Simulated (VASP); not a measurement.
# Se (P3_121) in VASP: further runs

Se is run at these levels: r2SCAN; tasks: single point.

Everything below comes from runs of VASP 6.6.1. Logs are shortened: lines on timing, memory, paths and dates and some standing lists are left out, and cuts for length are marked.

## (1) The cell of the first run

The structure is trigonal, space group P3_121 (No. 152). The conventional cell has a = 4.366 Å, b = 4.366 Å, c = 4.954 Å, α = 90.00°, β = 90.00°, γ = 120.00°. Se (site symmetry 2) has 2 Se at 2.37 Å within 3.1 Å.

## (2) Single point, r2SCAN, non-collinear spin, zero start, spin-orbit coupling

Contents of POSCAR:

```
Se
1.0
    4.3662000000      0.0000000000      0.0000000000
   -2.1831000000      3.7812401180      0.0000000000
    0.0000000000      0.0000000000      4.9536000000
Se
3
Direct
    0.7746000000      0.7746000000      0.0000000000
    0.0000000000      0.2254000000      0.6666666667
    0.2254000000      0.0000000000      0.3333333333
```

Contents of INCAR.step1:

```
PREC = Accurate
ENCUT = 520
ISMEAR = 1
SIGMA = 0.1
LREAL = False
LASPH = True
NELM = 150
MAGMOM = 0 0 0 0 0 0 0 0 0
LSORBIT = True
GGA_COMPAT = False
NBANDS = 31
GGA = PE
ALGO = Normal
EDIFF = 1E-4
LWAVE = True
LCHARG = False
```

Contents of INCAR.step2:

```
PREC = Accurate
ENCUT = 520
EDIFF = 1E-6
ISMEAR = 1
SIGMA = 0.1
LREAL = False
LASPH = True
NELM = 150
ALGO = Normal
ISIF = 2
LWAVE = False
LCHARG = True
MAGMOM = 0 0 0 0 0 0 0 0 0
LORBIT = 11
LSORBIT = True
GGA_COMPAT = False
LORBMOM = True
METAGGA = R2SCAN
LMIXTAU = True
LVHAR = True
NBANDS = 31
ISTART = 1
```

Contents of KPOINTS:

```
Automatic mesh
0
Gamma
  6 6 5
```

Potentials or basis: VASP PAW PBE potentials, release 64 (Se).

On the command line:

```
> cat potpaw_PBE.64/Se/POTCAR > POTCAR
> cp INCAR.step1 INCAR
> mpirun -np 1 vasp_ncl > vasp.out
> cp INCAR.step2 INCAR
> mpirun -np 1 vasp_ncl > vasp.out
```

OUTCAR:

```text
PREC = Accurate
   ENCUT = 520
   EDIFF = 1E-6
   ISMEAR = 1
   LREAL = False
   LASPH = True
   NELM = 150
   ISIF = 2
   LORBIT = 11
   LSORBIT = True
   METAGGA = R2SCAN
   ISTART = 1

 ion  position               nearest neighbor table
   1  0.775  0.775  0.000-   2 2.37   3 2.37
   2  0.000  0.225  0.667-   1 2.37   3 2.37
   3  0.225  0.000  0.333-   1 2.37   2 2.37

  LATTYP: Found a hexagonal cell.
 ALAT       =     4.3662000000
 C/A-ratio  =     1.1345334616

  Lattice vectors:

 A1 = (   4.3662000000,   0.0000000000,   0.0000000000)
 A2 = (  -2.1831000000,   3.7812401180,   0.0000000000)
 A3 = (   0.0000000000,   0.0000000000,   4.9536000000)

Analysis of symmetry for initial positions (statically):
=====================================================================
 Subroutine PRICEL returns:
 Original cell was already a primitive cell.

 Routine SETGRP: Setting up the symmetry group for a
 hexagonal supercell.

 Subroutine GETGRP returns: Found  6 space group operations
 (whereof  2 operations were pure point group operations)
 out of a pool of 24 trial point group operations.

The static configuration has the point symmetry C_2 .
 The point group associated with its full space group is D_3 .

Analysis of symmetry for dynamics (positions and initial velocities):
=====================================================================
 Subroutine PRICEL returns:
 Original cell was already a primitive cell.

 Routine SETGRP: Setting up the symmetry group for a
 hexagonal supercell.

 Subroutine GETGRP returns: Found  6 space group operations
 (whereof  2 operations were pure point group operations)
 out of a pool of 24 trial point group operations.

The dynamic configuration has the point symmetry C_2 .
 The point group associated with its full space group is D_3 .

Analysis of structural, dynamic, and magnetic symmetry:
=====================================================================
 Subroutine PRICEL returns:
 Original cell was already a primitive cell.

 Routine SETGRP: Setting up the symmetry group for a
 hexagonal supercell.

 Subroutine GETGRP returns: Found  6 space group operations
 (whereof  2 operations were pure point group operations)
 out of a pool of 24 trial point group operations.

The overall configuration has the point symmetry C_2 .
 The point group associated with its full space group is D_3 .

 Subroutine INISYM returns: Found  6 space group operations
 (whereof  2 operations are pure point group operations),
 and found     1 'primitive' translations

----------------------------------------------------------------------------------------

                                     Primitive cell

  volume of cell :      81.7822

  direct lattice vectors                    reciprocal lattice vectors
     4.366200000  0.000000000  0.000000000     0.229032110  0.132231751  0.000000000
    -2.183100000  3.781240118  0.000000000     0.000000000  0.264463501  0.000000000
     0.000000000  0.000000000  4.953600000     0.000000000  0.000000000  0.201873385

  length of vectors
     4.366200000  4.366200000  4.953600000     0.264463501  0.264463501  0.201873385

  position of ions in fractional coordinates (direct lattice)
     0.774600000  0.774600000  0.000000000
     0.000000000  0.225400000  0.666666667
     0.225400000  0.000000000  0.333333333

  ion indices of the primitive-cell ions
   primitive index   ion index
                 1           1
                 2           2
                 3           3

----------------------------------------------------------------------------------------

 KPOINTS: Automatic mesh

Automatic generation of k-mesh.
 Grid dimensions read from file:
 generate k-points for:    6    6    5

 Generating k-lattice:

  Cartesian coordinates                     Fractional coordinates (reciprocal lattice)
     0.038172018  0.022038625  0.000000000     0.166666667  0.000000000  0.000000000
     0.000000000  0.044077250  0.000000000     0.000000000  0.166666667  0.000000000
[... 98 lines left out ...]

 number of electron      18.0000001 magnetization       0.0000000      0.0000000      0.0000000

 Free energy of the ion-electron system (eV)
  ---------------------------------------------------
  ext. energy  EPLUGINS =         0.00000000
  ---------------------------------------------------
  free energy    TOTEN  =       -42.97565712 eV

  energy without entropy =      -42.97614951  energy(sigma->0) =      -42.97582125

 E-fermi :   2.4272     XC(G=0):  -9.2769

 val. band max:        2.3583133743   @ k =  -0.3333  -0.3333  -0.4000
 cond. band min:       3.8124589909   @ k =   0.0000   0.0000   0.4000
 fundamental gap:      1.4541456166
 Fermi energy:         2.4272034876

 k-point     1 :       0.0000    0.0000    0.0000
  band No.  band energies     occupation
      1     -14.0886      1.00000
      2     -14.0886      1.00000
      3      -9.7363      1.00000
      4      -9.7363      1.00000
      5      -9.7354      1.00000
      6      -9.7354      1.00000
[... 781 lines left out ...]
     29      10.6836      0.00000
     30      10.7153      0.00000

 [... further k-points ...]

 [bands above 30 left out]

------------------------ aborting loop because EDIFF is reached ----------------------------------------

  FORCE on cell =-STRESS in cart. coord.  units (eV):
  Direction    XX          YY          ZZ          XY          YZ          ZX
  --------------------------------------------------------------------------------------
  -------------------------------------------------------------------------------------
  Total        0.5584767      0.5584767      1.0071688      0.0000000     -0.0000000      0.0000000
  in kB       10.9409960     10.9409960     19.7312232      0.0000000     -0.0000000      0.0000000
  external PRESSURE =      13.8710718 kB  Pullay stress =       0.0000000 kB

 VOLUME and BASIS-vectors are now :
 -----------------------------------------------------------------------------
  energy-cutoff  :      520.00
  volume of cell :       81.78
      direct lattice vectors                 reciprocal lattice vectors
     4.366200000  0.000000000  0.000000000     0.229032110  0.132231751  0.000000000
    -2.183100000  3.781240118  0.000000000     0.000000000  0.264463501  0.000000000
     0.000000000  0.000000000  4.953600000     0.000000000  0.000000000  0.201873385

 POSITION                                       TOTAL-FORCE (eV/Angst)
 -----------------------------------------------------------------------------------
      1.69103      2.92895      0.00000        -0.034339     -0.059476     -0.000000
     -0.49207      0.85229      3.30240        -0.034339      0.059476     -0.000000
      0.98414      0.00000      1.65120         0.068677     -0.000000      0.000000
 -----------------------------------------------------------------------------------
    total drift:                                0.000000      0.000000      0.000000

  FREE ENERGIE OF THE ION-ELECTRON SYSTEM (eV)
  ---------------------------------------------------
  free  energy   TOTEN  =       -42.9756571165 eV

  energy  without entropy=      -42.9761495068  energy(sigma->0) =      -42.97582125

 orbital moment (x)

 # of ion     p       d       tot
 ----------------------------------------
  1        -0.000  -0.000  -0.000
  2        -0.000  -0.000  -0.000
  3         0.000   0.000   0.000
 ----------------------------------------
            0.000  -0.000   0.000

 orbital moment (y)

 # of ion     p       d       tot
 ----------------------------------------
  1        -0.000  -0.000  -0.000
  2         0.000   0.000   0.000
  3         0.000  -0.000  -0.000
 ----------------------------------------
           -0.000  -0.000  -0.000

 orbital moment (z)

 # of ion     p       d       tot
 ----------------------------------------
  1        -0.000  -0.000  -0.000
  2         0.000   0.000   0.000
  3         0.000   0.000   0.000
 ----------------------------------------
            0.000   0.000   0.000

 Spin-Orbit-Coupling matrix elements

 Ion:    1  E_soc:     -0.0429102
 l=   1
     0.0000000    -0.0069055    -0.0071957
    -0.0069055     0.0000000    -0.0073544
    -0.0071957    -0.0073544     0.0000000
 l=   2
     0.0000000     0.0000015     0.0000000     0.0000001     0.0000026
     0.0000015     0.0000000    -0.0000032    -0.0000009     0.0000016
     0.0000000    -0.0000032     0.0000000    -0.0000012     0.0000000
     0.0000001    -0.0000009    -0.0000012     0.0000000     0.0000001
     0.0000026     0.0000016     0.0000000     0.0000001     0.0000000
 l=   3
     0.0000000     0.0000000     0.0000000     0.0000000     0.0000000     0.0000000     0.0000000
     0.0000000     0.0000000     0.0000000     0.0000000     0.0000000     0.0000000     0.0000000
     0.0000000     0.0000000     0.0000000     0.0000000     0.0000000     0.0000000     0.0000000
     0.0000000     0.0000000     0.0000000     0.0000000     0.0000000     0.0000000     0.0000000
[... 29 lines left out ...]
 l=   2
     0.0000000    -0.0000006     0.0000000     0.0000023     0.0000026
    -0.0000006     0.0000000    -0.0000002    -0.0000009    -0.0000007
     0.0000000    -0.0000002     0.0000000    -0.0000042     0.0000000
     0.0000023    -0.0000009    -0.0000042     0.0000000     0.0000023
     0.0000026    -0.0000007     0.0000000     0.0000023     0.0000000
 l=   3
     0.0000000     0.0000000     0.0000000     0.0000000     0.0000000     0.0000000     0.0000000
     0.0000000     0.0000000     0.0000000     0.0000000     0.0000000     0.0000000     0.0000000
     0.0000000     0.0000000     0.0000000     0.0000000     0.0000000     0.0000000     0.0000000
     0.0000000     0.0000000     0.0000000     0.0000000     0.0000000     0.0000000     0.0000000
     0.0000000     0.0000000     0.0000000     0.0000000     0.0000000     0.0000000     0.0000000
     0.0000000     0.0000000     0.0000000     0.0000000     0.0000000     0.0000000     0.0000000
     0.0000000     0.0000000     0.0000000     0.0000000     0.0000000     0.0000000     0.0000000

 total charge

# of ion       s       p       d       tot
------------------------------------------
    1        1.512   2.214   0.059   3.785
    2        1.512   2.214   0.059   3.785
    3        1.512   2.214   0.059   3.785
--------------------------------------------------
tot          4.537   6.642   0.176  11.355

 magnetization (x)

# of ion       s       p       d       tot
------------------------------------------
    1        0.000   0.000  -0.000   0.000
    2        0.000   0.000  -0.000   0.000
    3       -0.000  -0.000   0.000  -0.000
--------------------------------------------------
tot          0.000   0.000   0.000   0.000

 magnetization (y)

# of ion       s       p       d       tot
------------------------------------------
    1        0.000   0.000  -0.000   0.000
    2       -0.000  -0.000   0.000  -0.000
    3        0.000   0.000   0.000   0.000
--------------------------------------------------
tot          0.000   0.000  -0.000   0.000

 magnetization (z)

# of ion       s       p       d       tot
------------------------------------------
    1        0.000   0.000   0.000   0.000
    2        0.000  -0.000   0.000  -0.000
    3        0.000   0.000   0.000   0.000
--------------------------------------------------
tot          0.000  -0.000   0.000  -0.000
```

It took 13 min on 1 thread of Oxide Virtual Turin-like, shared host; peak memory 0.46 GiB.

Results:

* Free energy: -42.9757 eV
* Pressure: 1.4 GPa
* Largest force: 0.069 eV/Å
* Net moment: 0.00 μB per cell
* Valence electrons inside the program's atomic spheres: Se 3.79

Forces on the atoms (eV/Å):
```
Se  -0.034 -0.059  0.000
Se  -0.034  0.059  0.000
Se   0.069  0.000  0.000
```

Moments on the atoms (μB; x, y, z):
```
Se  0.00 0.00 0.00
Se  0.00 0.00 0.00
Se  0.00 0.00 0.00
```

Caveat: the PAW data sets were made with another functional, which shifts forces and pressure a little.

## (3) Single point, r2SCAN, non-collinear spin, zero start, spin-orbit coupling

POSCAR is that of step 2.

Contents of INCAR.step1:

```
SYSTEM = Se
PREC     = Accurate       ! precision mode
ENCUT    = 520            ! plane-wave cutoff, eV
ISMEAR   = 1              ! smearing method
SIGMA    = 0.1            ! smearing width, eV
LREAL    = .False.        ! projectors in reciprocal space
LASPH    = .True.         ! aspherical terms in the spheres
NELM     = 150            ! most SCF steps
MAGMOM   = 0 0 0 0 0 0 0 0 0 ! initial moments
LSORBIT  = .True.         ! spin-orbit coupling
GGA_COMPAT= .False.      
NBANDS   = 31             ! bands
GGA      = PE             ! functional
ALGO     = Normal         ! electronic algorithm
EDIFF    = 1E-4           ! SCF threshold, eV
LWAVE    = .True.         ! write WAVECAR
LCHARG   = .False.        ! write CHGCAR
```

Contents of INCAR.step2:

```
SYSTEM = Se
PREC     = Accurate       ! precision mode
ENCUT    = 520            ! plane-wave cutoff, eV
EDIFF    = 1E-7           ! SCF threshold, eV
ISMEAR   = 1              ! smearing method
SIGMA    = 0.1            ! smearing width, eV
LREAL    = .False.        ! projectors in reciprocal space
LASPH    = .True.         ! aspherical terms in the spheres
NELM     = 150            ! most SCF steps
ALGO     = Normal         ! electronic algorithm
ISIF     = 2              ! what is computed and relaxed
LWAVE    = .False.        ! write WAVECAR
LCHARG   = .False.        ! write CHGCAR
MAGMOM   = 0 0 0 0 0 0 0 0 0 ! initial moments
LORBIT   = 11             ! projections on sites
LSORBIT  = .True.         ! spin-orbit coupling
GGA_COMPAT= .False.      
LORBMOM  = .True.       
METAGGA  = R2SCAN         ! meta-GGA
LMIXTAU  = .True.       
NBANDS   = 31             ! bands
ISTART   = 1
```

Contents of KPOINTS:

```
Automatic mesh
0
Gamma
  6 6 5
  0 0 0
```

Potentials or basis: VASP PAW PBE potentials, release 64 (Se).

On the command line:

```
> cat potpaw_PBE.64/Se/POTCAR > POTCAR
> cp INCAR.step1 INCAR
> mpirun -np 1 vasp_ncl > vasp.out
> cp INCAR.step2 INCAR
> mpirun -np 1 vasp_ncl > vasp.out
```

Run time: 17 min. Hardware: 1 thread of Oxide Virtual Turin-like, shared host; peak memory 0.47 GiB.

Results (log left out):

- Free energy: -42.9757 eV
- Pressure: 1.4 GPa
- Largest force: 0.069 eV/Å
- Net moment: 0.00 μB per cell
- Valence electrons inside the program's atomic spheres: Se 3.79

Forces in eV/Å, atoms in the order of the input:
```
Se  -0.034 -0.059  0.000
Se  -0.034  0.059  0.000
Se   0.069  0.000  0.000
```

Stress tensor (GPa, compression positive):
```
1.10 0.00 0.00
0.00 1.10 0.00
0.00 0.00 1.97
```

Moments on the atoms (μB; x, y, z):
```
Se  0.00 0.00 0.00
Se  0.00 0.00 0.00
Se  0.00 0.00 0.00
```

Caveat: the PAW data sets were made with another functional, which shifts forces and pressure a little.
